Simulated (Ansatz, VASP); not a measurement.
# SrO: VASP beside Ansatz

File INCAR:

```
ALGO     = Normal         # electronic algorithm
EDIFF    = 1E-7           # SCF threshold, eV
ENCUT    = 520            # plane-wave cutoff, eV
GGA      = PE             # functional
ISIF     = 2              # what is computed and relaxed
ISMEAR   = 0              # smearing method
LASPH    = T              # aspherical terms in the spheres
LCHARG   = T              # write CHGCAR
LELF     = T              # ELF
LREAL    = F              # projectors in reciprocal space
LVHAR    = T            
LWAVE    = F              # write WAVECAR
NBANDS   = 15             # bands
NELM     = 100            # most SCF steps
PREC     = Accurate       # precision mode
SIGMA    = 0.05           # smearing width, eV
```

The input KPOINTS:

```
k-points
0
Gamma
  12 12 12
```

POSCAR

```
SrO
1.0
    0.0000000000      2.5895992327      2.5895992327
    2.5895992327      0.0000000000      2.5895992327
    2.5895992327      2.5895992327      0.0000000000
Sr O
1 1
Direct
    0.5000000000      0.5000000000      0.5000000000
    0.0000000000      0.0000000000      0.0000000000
```

Input for Ansatz:

```yaml
crystal:
  lattice:
    - [0.0, 2.5895992327, 2.5895992327]
    - [2.5895992327, 0.0, 2.5895992327]
    - [2.5895992327, 2.5895992327, 0.0]
  atoms:
    - { symbol: Sr, position: [0.5, 0.5, 0.5] }
    - { symbol: O, position: [0.0, 0.0, 0.0] }
basis:
  ecutwfc: 420
  ecutrho_ratio: 4
kpoints:
  mp_grid: { grid: [12, 12, 12] }
hamiltonian:
  xc: pbe
scf:
  occupations: { method: gaussian, width: 0.05 }
output:
  forces: true
  stress: true
  eigenvalues: true
```

Alike in both runs: task single point; functional PBE; k mesh 12 × 12 × 12; occupations gaussian, width 0.05 eV; no spin polarisation.

```csv
,VASP,Ansatz
version,VASP 6.6.1,Ansatz 0.2.0
potentials or method,"VASP PAW PBE potentials, release 64 (Sr_sv, O), cutoff 520 eV","scalar-relativistic, plane waves, PAW"
valence electrons in the cell,16,16
```

|  | VASP | Ansatz | Ansatz less VASP |
| --- | --- | --- | --- |
| gap on the k mesh at the Fermi level (eV) | 3.28 | 3.32 | +0.046 |
| least direct gap on the mesh (eV) | 3.38 | 3.41 | +0.037 |
| pressure (GPa) | 1.3 | 0.8 | -0.53 |

With one functional, cell and mesh, what is left measures potentials, basis and numerics.
